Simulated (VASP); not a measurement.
A run of VASP 6.6.1:

File INCAR:

```
ALGO = Normal
EDIFF = 1E-7
ENCUT = 520
GGA = PE
ISIF = 2
ISMEAR = -1
LASPH = True
LCHARG = False
LREAL = False
LWAVE = False
NBANDS = 26
NELM = 60
PREC = Accurate
SIGMA = 0.02
```

Contents of KPOINTS:

```
k-points
0
Gamma
  12 12 4
```

POSCAR

```
CdSe
1.0
    4.3407236653      0.0000000000      0.0000000000
   -2.1703618326      3.7591769650      0.0000000000
    0.0000000000      0.0000000000      7.0766459824
Cd Se
2 2
Direct
    0.3333333333      0.6666666667     -0.0004760037
    0.6666666667      0.3333333333      0.4995239963
    0.3333333333      0.6666666667      0.3754760037
    0.6666666667      0.3333333333      0.8754760037
```

Potentials or basis: VASP PAW PBE potentials, release 64 (Cd, Se).

Run with:

```sh
$ cat potpaw_PBE.64/Cd/POTCAR potpaw_PBE.64/Se/POTCAR > POTCAR
$ mpirun -np 1 vasp_std > vasp.out
```

Hardware: 1 thread of Intel(R) Xeon(R) 6975P-C (Granite Rapids) (shared host).

Task: How long does it take, and how much memory?

Result: Run time: 54 s on 1 thread of Intel(R) Xeon(R) 6975P-C (Granite Rapids), on a shared host, peak memory 0.31 GiB. Counts: scf iterations 14, k points 57.
